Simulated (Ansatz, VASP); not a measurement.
C: VASP beside Ansatz

INCAR

```
SYSTEM = C
PREC = Accurate
ENCUT = 520
EDIFF = 1E-6
ISMEAR = 0
SIGMA = 0.03
LREAL = .False.
LASPH = .True.
NELM = 80
ALGO = Normal
ISIF = 2
LWAVE = .False.
LCHARG = .False.
GGA = CA
NBANDS = 11
```

The input KPOINTS:

```
Automatic mesh
0
Gamma
  16 16 16
  0 0 0
```

Contents of POSCAR:

```
C
1.0
    0.0000000000      2.1484005097      3.4101454216
    1.2411264372      0.0000000000      3.4101454216
    1.2411264372      2.1484005097      0.0000000000
C
2
Direct
    0.1667065656      0.8332934344      0.1667065656
    0.8332934344      0.1667065656      0.8332934344
```

Input for Ansatz:

```yaml
crystal:
  lattice:
    - [0.0, 2.1484005097, 3.4101454216]
    - [1.2411264372, 0.0, 3.4101454216]
    - [1.2411264372, 2.1484005097, 0.0]
  atoms:
    - { symbol: C, position: [0.1667065656, 0.8332934344, 0.1667065656] }
    - { symbol: C, position: [0.8332934344, 0.1667065656, 0.8332934344] }
basis:
  ecutwfc: 420
kpoints:
  mp_grid: { grid: [16, 16, 16] }
hamiltonian:
  xc: lda
scf:
  occupations: { method: gaussian, width: 0.03 }
output:
  forces: true
  stress: true
  eigenvalues: true
```

Change from the starting cell: strain +0.015 along x and y, +0.015 along z, atoms carried along.

Alike in both runs: task single point; functional LDA; k mesh 16 × 16 × 16; occupations gaussian, width 0.03 eV; no spin polarisation.

```csv
,VASP,Ansatz
version,VASP 6.6.1,Ansatz 0.2.0
potentials or method,"VASP PAW LDA potentials, release 64 (C), cutoff 520 eV","scalar-relativistic, plane waves, PAW"
valence electrons in the cell,8,8
```

|  | VASP | Ansatz | Ansatz less VASP |
| --- | --- | --- | --- |
| gap on the k mesh at the Fermi level (eV) | 0.23 | 0.23 | +0.001 |
| least direct gap on the mesh (eV) | 0.27 | 0.27 | +0.003 |
| pressure (GPa) | -11.2 | -11.9 | -0.76 |
| traceless stress, the component that is largest in VASP (GPa) | 10.88 | 11.75 | +0.877 |
| rms of the force components (eV/Å) | 0.014 | 0.014 | 0.0000 |

LDA's correlation is that of Perdew and Zunger in VASP and of Perdew and Wang (1992) in Ansatz. Atom by atom the forces differ by 0.000 eV/Å (rms over components).
